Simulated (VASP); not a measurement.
# TeF (Pm-3m) in VASP: single point with PBE

Aim: the single point of TeF with PBE.

Everything below comes from runs of VASP 6.6.1. Logs are shortened: lines on timing, memory, paths and dates and some standing lists are left out, and cuts for length are marked.

### 1 The cell of the first run

The structure is cubic, space group Pm-3m (No. 221). Conventional cell: a = 3.696 Å, b = 3.696 Å, c = 3.696 Å, α = 90.00°, β = 90.00°, γ = 90.00°. Within 4.2 Å of Te (site symmetry m-3m) lie 8 F at 3.20 Å and 6 Te at 3.70 Å. Within 4.2 Å of F (site symmetry m-3m) lie 8 Te at 3.20 Å and 6 F at 3.70 Å.

### 2 Single point, PBE

INCAR reads:

```
PREC = Accurate
ENCUT = 520
EDIFF = 1E-6
ISMEAR = 0
SIGMA = 0.1
LREAL = F
LASPH = T
NELM = 60
ALGO = Normal
ISIF = 2
LWAVE = F
LCHARG = F
GGA = PE
NBANDS = 14
```

KPOINTS reads:

```
regular mesh
0
Gamma
  6 6 6
```

POSCAR reads:

```
TeF
1.0
    3.6960213800      0.0000000000      0.0000000000
    0.0000000000      3.6960213800      0.0000000000
    0.0000000000      0.0000000000      3.6960213800
Te F
1 1
Direct
    0.0000000000      0.0000000000      0.0000000000
    0.5000000000      0.5000000000      0.5000000000
```

Potentials or basis: VASP PAW PBE potentials, release 64 (Te, F).

On the command line:

```console
> cat potpaw_PBE.64/Te/POTCAR potpaw_PBE.64/F/POTCAR > POTCAR
> mpirun -np 1 vasp_std > vasp.out
```

OUTCAR:

```text
PREC = Accurate
   ENCUT = 520
   EDIFF = 1E-6
   ISMEAR = 0
   LREAL = F
   LASPH = T
   NELM = 60
   ISIF = 2
   GGA = PE

 ion  position               nearest neighbor table
   1  0.000  0.000  0.000-
   2  0.500  0.500  0.500-

  LATTYP: Found a simple cubic cell.
 ALAT       =     3.6960213800

  Lattice vectors:

 A1 = (   3.6960213800,   0.0000000000,   0.0000000000)
 A2 = (   0.0000000000,   3.6960213800,   0.0000000000)
 A3 = (   0.0000000000,   0.0000000000,   3.6960213800)

Analysis of symmetry for initial positions (statically):
=====================================================================
 Subroutine PRICEL returns:
 Original cell was already a primitive cell.

 Routine SETGRP: Setting up the symmetry group for a
 simple cubic supercell.

 Subroutine GETGRP returns: Found 48 space group operations
[... 9 lines left out ...]

 Routine SETGRP: Setting up the symmetry group for a
 simple cubic supercell.

 Subroutine GETGRP returns: Found 48 space group operations
[... 11 lines left out ...]
                                     Primitive cell

  volume of cell :      50.4898

  direct lattice vectors                    reciprocal lattice vectors
     3.696021380  0.000000000  0.000000000     0.270561205  0.000000000  0.000000000
     0.000000000  3.696021380  0.000000000     0.000000000  0.270561205  0.000000000
     0.000000000  0.000000000  3.696021380     0.000000000  0.000000000  0.270561205

  length of vectors
     3.696021380  3.696021380  3.696021380     0.270561205  0.270561205  0.270561205

  position of ions in fractional coordinates (direct lattice)
     0.000000000  0.000000000  0.000000000
     0.500000000  0.500000000  0.500000000

  ion indices of the primitive-cell ions
   primitive index   ion index
                 1           1
                 2           2

----------------------------------------------------------------------------------------

 KPOINTS: regular mesh

Automatic generation of k-mesh.
 Grid dimensions read from file:
 generate k-points for:    6    6    6

 Generating k-lattice:

  Cartesian coordinates                     Fractional coordinates (reciprocal lattice)
     0.045093534  0.000000000  0.000000000     0.166666667  0.000000000  0.000000000
     0.000000000  0.045093534  0.000000000     0.000000000  0.166666667  0.000000000
     0.000000000  0.000000000  0.045093534     0.000000000  0.000000000  0.166666667

  Length of vectors
     0.045093534  0.045093534  0.045093534

  Shift w.r.t. Gamma in fractional coordinates (k-lattice)
     0.000000000  0.000000000  0.000000000

 Subroutine IBZKPT returns following result:
 ===========================================

 Found     20 irreducible k-points:

 Following reciprocal coordinates:
            Coordinates               Weight
  0.000000  0.000000  0.000000      1.000000
  0.166667  0.000000  0.000000      6.000000
  0.333333  0.000000  0.000000      6.000000
  0.500000  0.000000  0.000000      3.000000
  0.166667  0.166667  0.000000     12.000000
  0.333333  0.166667  0.000000     24.000000
[... 12 lines left out ...]
  0.500000  0.500000  0.333333      6.000000
  0.500000  0.500000  0.500000      1.000000
   k-points           NKPTS =     20   k-points in BZ     NKDIM =     20   number of bands    NBANDS=     14
   number of dos      NEDOS =    301   number of ions     NIONS =      2
   total plane-waves  NPLWV =  21952
   dimension x,y,z NGX =    28 NGY =   28 NGZ =   28
   dimension x,y,z NGXF=    56 NGYF=   56 NGZF=   56
   ions per type =               1   1
   NGX,Y,Z   is equivalent  to a cutoff of  12.59, 12.59, 12.59 a.u.
   NGXF,Y,Z  is equivalent  to a cutoff of  25.19, 25.19, 25.19 a.u.
 SYSTEM =  unknown system
   PREC   = accura    normal or accurate (medium, high low for compatibility)
   ISTART =      0    job   : 0-new  1-cont  2-samecut
   ICHARG =      2    charge: 1-file 2-atom 10-const
   ISPIN  =      1    spin polarized calculation?
   LNONCOLLINEAR =      F non collinear calculations
   LSORBIT =      F    spin-orbit coupling
   LASPH  =      T    aspherical Exc in radial PAW
   ENCUT  =  520.0 eV  38.22 Ry    6.18 a.u.   6.87  6.87  6.87*2*pi/ulx,y,z
   NELM   =     60;   NELMIN=  2; NELMDL= -5     # of ELM steps
   EDIFF  = 0.1E-05   stopping-criterion for ELM
   LREAL  =      F    real-space projection
   EDIFFG = 0.1E-04   stopping-criterion for IOM
   NSW    =      0    number of steps for IOM
   IBRION =     -1    ionic relax: 0-MD 1-quasi-New 2-CG
   NFREE  =      0    steps in history (QN), initial steepest desc. (CG)
   ISIF   =      2    stress and relaxation
   ISYM   =      2    0-nonsym 1-usesym 2-fastsym
   POTIM  = 0.5000    time-step for ionic-motion
   TEBEG  =    0.0;   TEEND  =   0.0 temperature during run
   PSTRESS=    0.0 pullay stress
   NELECT =      13.0000    total number of electrons
   NUPDOWN=      -1.0000    fix difference up-down
   EMIN   =  10.00;   EMAX   =-10.00  energy-range for DOS
   EFERMI =   0.00;   METHOD = LEGACY
   ISMEAR =     0;   SIGMA  =   0.10  broadening in eV -4-tet -1-fermi 0-gaus
   EFERMI_NEDOS =   21; number of points for ismear=-14 and -15
   IALGO  =     38    algorithm
   IMIX   =      4    mixing-type and parameters
     AMIX     =   0.40;   BMIX     =  1.00
     AMIX_MAG =   1.60;   BMIX_MAG =  1.00
  volume/ion in A,a.u.               =      25.24       170.36
  Fermi-wavevector in a.u.,A,eV,Ry     =   1.041489  1.968129 14.758239  1.084700
  Thomas-Fermi vector in A             =   2.176112
   LORBIT       =      0    0 simple, 1 ext, 2 COOP (PROOUT), +10 PAW based schemes
   GGA     = PE    functional components
   LHFCALC =     F    Hartree Fock is set to
   AEXX    =    0.0000 exact exchange contribution
   IVDW    =     0    specifies the selected vdW correction
   LEPSILON=     F    determine dielectric tensor
   LRPA    =     F    only Hartree local field effects (RPA)
 non-spin polarized calculation
 Gauss-broadening in eV      SIGMA  =   0.10
  energy-cutoff  :      520.00
  volume of cell :       50.49
 maximum number of plane-waves:      1388
 NGX is ok and might be reduce to    28
   NGX = 13   NGY = 13   NGZ = 13

 number of electron      12.9999988 magnetization

 Free energy of the ion-electron system (eV)
  ---------------------------------------------------
  ext. energy  EPLUGINS =         0.00000000
  ---------------------------------------------------
  free energy    TOTEN  =        -5.37238059 eV

  energy without entropy =       -5.36094822  energy(sigma->0) =       -5.36666441

 E-fermi :   2.1456     XC(G=0):  -8.8097

 val. band max:        2.1380927944   @ k =   0.5000   0.3333   0.0000
 cond. band min:       2.1727921889   @ k =   0.3333   0.3333   0.0000
 fundamental gap:      0.0346993945
 Fermi energy:         2.1455806802

 k-point     1 :       0.0000    0.0000    0.0000
  band No.  band energies     occupation
      1     -18.2234      2.00000
      2      -8.8932      2.00000
      3       0.0592      2.00000
      4       0.0592      2.00000
      5       0.0592      2.00000
      6       3.5403      0.00000
      7       3.5403      0.00000
      8       3.5403      0.00000
      9       8.9479      0.00000
     10       8.9479      0.00000
     11      10.4259      0.00000
     12      16.7807      0.00000
     13      16.7807      0.00000
     14      16.7807      0.00000

 k-point     2 :       0.1667    0.0000    0.0000
  band No.  band energies     occupation
      1     -18.2131      2.00000
      2      -8.7993      2.00000
      3      -0.0528      2.00000
      4       0.1399      2.00000
      5       0.1399      2.00000
      6       2.4178      0.00012
      7       3.5103      0.00000
      8       3.5103      0.00000
      9       9.1615      0.00000
     10       9.8743      0.00000
     11      11.6607      0.00000
     12      15.5313      0.00000
     13      15.5313      0.00000
     14      16.9546      0.00000

 k-point     3 :       0.3333    0.0000    0.0000
  band No.  band energies     occupation
      1     -18.1922      2.00000
      2      -8.5941      2.00000
      3      -0.2791      2.00000
      4       0.3128      2.00000
      5       0.3128      2.00000
      6       0.9072      2.00000
      7       3.4384      0.00000
      8       3.4384      0.00000
      9       9.7104      0.00000
     10      10.9153      0.00000
     11      14.2198      0.00000
     12      14.2198      0.00000
     13      14.7448      0.00000
     14      14.7781      0.00000

 k-point     4 :       0.5000    0.0000    0.0000
  band No.  band energies     occupation
      1     -18.1814      2.00000
      2      -8.4812      2.00000
      3      -0.4096      2.00000
      4       0.3251      2.00000
      5       0.4061      2.00000
      6       0.4061      2.00000
      7       3.3952      0.00000
      8       3.3952      0.00000
      9      10.1041      0.00000
     10      11.5064      0.00000
     11      13.7468      0.00000
     12      13.7468      0.00000
     13      13.8353      0.00000
     14      15.2440      0.00000

 k-point     5 :       0.1667    0.1667    0.0000
  band No.  band energies     occupation
      1     -18.2033      2.00000
      2      -8.6935      2.00000
      3      -0.2948      2.00000
      4       0.2073      2.00000
      5       0.3150      2.00000
      6       2.1001      1.48005
      7       2.8204      0.00000
      8       3.5128      0.00000
      9       9.6950      0.00000
     10      10.9666      0.00000
     11      12.0867      0.00000
[... 208 lines left out ...]
 k-point    18 :       0.5000    0.3333    0.3333
  band No.  band energies     occupation
      1     -18.1424      2.00000
      2      -7.5294      2.00000
      3      -0.7747      2.00000
      4      -0.5431      2.00000
      5       0.0609      2.00000
      6       1.0534      2.00000
      7       1.3771      2.00000
      8       1.9024      1.99942
      9      10.1538      0.00000
     10      10.7009      0.00000
     11      11.2966      0.00000
     12      15.9536      0.00000
     13      16.8326      0.00000
     14      17.9217      0.00000

 k-point    19 :       0.5000    0.5000    0.3333
  band No.  band energies     occupation
      1     -18.1364      2.00000
      2      -7.3456      2.00000
      3      -0.6382      2.00000
      4      -0.6382      2.00000
      5       0.0705      2.00000
      6       1.1605      2.00000
      7       1.1605      2.00000
      8       1.2175      2.00000
      9       9.9001      0.00000
     10      10.8307      0.00000
     11      10.8307      0.00000
     12      16.5213      0.00000
     13      17.2573      0.00000
     14      19.8595      0.00000

 k-point    20 :       0.5000    0.5000    0.5000
  band No.  band energies     occupation
      1     -18.1309      2.00000
      2      -7.1700      2.00000
      3      -0.0516      2.00000
      4      -0.0516      2.00000
      5      -0.0516      2.00000
      6       0.5409      2.00000
      7       0.5409      2.00000
      8       0.5409      2.00000
      9      10.4043      0.00000
     10      10.4043      0.00000
     11      10.4043      0.00000
     12      16.4564      0.00000
     13      19.9850      0.00000
     14      19.9850      0.00000

------------------------ aborting loop because EDIFF is reached ----------------------------------------

  FORCE on cell =-STRESS in cart. coord.  units (eV):
  Direction    XX          YY          ZZ          XY          YZ          ZX
  --------------------------------------------------------------------------------------
  -------------------------------------------------------------------------------------
  Total       -3.7796957     -3.7796957     -3.7796957      0.0000000      0.0000000     -0.0000000
  in kB     -119.9399849   -119.9399849   -119.9399849      0.0000000      0.0000000     -0.0000000
  external PRESSURE =    -119.9399849 kB  Pullay stress =       0.0000000 kB

 VOLUME and BASIS-vectors are now :
 -----------------------------------------------------------------------------
  energy-cutoff  :      520.00
  volume of cell :       50.49
      direct lattice vectors                 reciprocal lattice vectors
     3.696021380  0.000000000  0.000000000     0.270561205  0.000000000  0.000000000
     0.000000000  3.696021380  0.000000000     0.000000000  0.270561205  0.000000000
     0.000000000  0.000000000  3.696021380     0.000000000  0.000000000  0.270561205

 POSITION                                       TOTAL-FORCE (eV/Angst)
 -----------------------------------------------------------------------------------
      0.00000      0.00000      0.00000         0.000000      0.000000      0.000000
      1.84801      1.84801      1.84801         0.000000      0.000000      0.000000
 -----------------------------------------------------------------------------------
    total drift:                                0.000000      0.000000      0.000000

  FREE ENERGIE OF THE ION-ELECTRON SYSTEM (eV)
  ---------------------------------------------------
  free  energy   TOTEN  =        -5.3723805899 eV

  energy  without entropy=       -5.3609482209  energy(sigma->0) =       -5.36666441
```

Wall time 10 s (1 thread of Intel Xeon Platinum 8488C (Sapphire Rapids), shared host); peak memory 0.15 GiB.

Results:

| Item | Value |
| --- | --- |
| Free energy | -5.3724 eV |
| Pressure | -12.0 GPa |

Caveat: spin-orbit coupling is left out, which moves the levels of the heavy elements; an odd number of electrons without spin polarisation forces a metal; a magnetic or distorted state may lie lower.
